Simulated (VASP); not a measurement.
The system is HfC.

```
CELL_PARAMETERS angstrom
-1.39667 2.49718 1.84734
1.39667 -2.49718 1.84734
1.39667 2.49718 -1.84734
ATOMIC_POSITIONS crystal
Hf 0.98471 0.98471 0.00000
C 0.67945 0.17945 0.50000
```

- Program: VASP 6.6.1
- Task: relaxation of cell and atoms
- Functional: LDA
- Potentials or basis: VASP PAW LDA potentials, release 64 (Hf_pv, C)
- Cutoff: 600 eV
- k mesh: 12 × 12 × 12
- Occupations: fermi-dirac, width 0.05 eV
- Spin: no spin polarisation

At the start: pressure 56.2 GPa; volume 12.89 Å³/atom.

Task: How do energy, volume and symmetry change on relaxing?

Result: Over 21 steps the energy falls by 2149.0 meV/atom and the volume is 11.98 Å³/atom (-7.0 %); space group Fm-3m (No. 225, to 0.05 Å).

Step by step:
```
step  energy change (eV)  largest force (eV/Å)  pressure (GPa)  volume (Å³)
   1              0.0000               11.1856           56.22        25.77
   2             -0.1711                1.2729          -30.48        42.58
   3             -0.6336                0.8816          -33.30        40.06
   4             -1.1860                0.3280          -36.82        37.70
   5             -2.7194                0.2179          -37.50        31.75
   6             -2.8825                1.3148          -18.31        28.76
   7             -2.9448                0.2906          -29.48        30.02
   8             -2.9530                0.4728          -27.23        29.71
   9             -3.6383                0.8865           30.49        22.48
  10             -3.9334                1.1092            1.13        24.67
  11             -4.1896                1.0909            3.31        23.84
  12             -4.1926                1.0246            4.45        23.70
  13             -4.2739                0.1326           -4.60        24.40
  14             -4.2739                0.1312           -4.61        24.40
  15             -4.2889                0.2357            4.34        23.59
  16             -4.2962                0.0930            0.92        23.88
  17             -4.2975                0.0420           -0.86        24.04
  18             -4.2977                0.0554           -0.40        24.00
  19             -4.2979                0.0191            0.27        23.94
  20             -4.2979                0.0234            0.18        23.94
  21             -4.2980                0.0009           -0.03        23.96
```

Final structure:
```cif
data_structure
_symmetry_space_group_name_H-M 'P 1'
_symmetry_Int_Tables_number 1
_cell_length_a 3.2360
_cell_length_b 3.2360
_cell_length_c 3.2360
_cell_angle_alpha 120.011
_cell_angle_beta 90.004
_cell_angle_gamma 119.984
_cell_volume 23.96
loop_
_atom_site_label
_atom_site_type_symbol
_atom_site_fract_x
_atom_site_fract_y
_atom_site_fract_z
_atom_site_occupancy
Hf1 Hf 0.08210 0.08210 0.00000 1
C1 C 0.58206 0.08206 0.50000 1
```
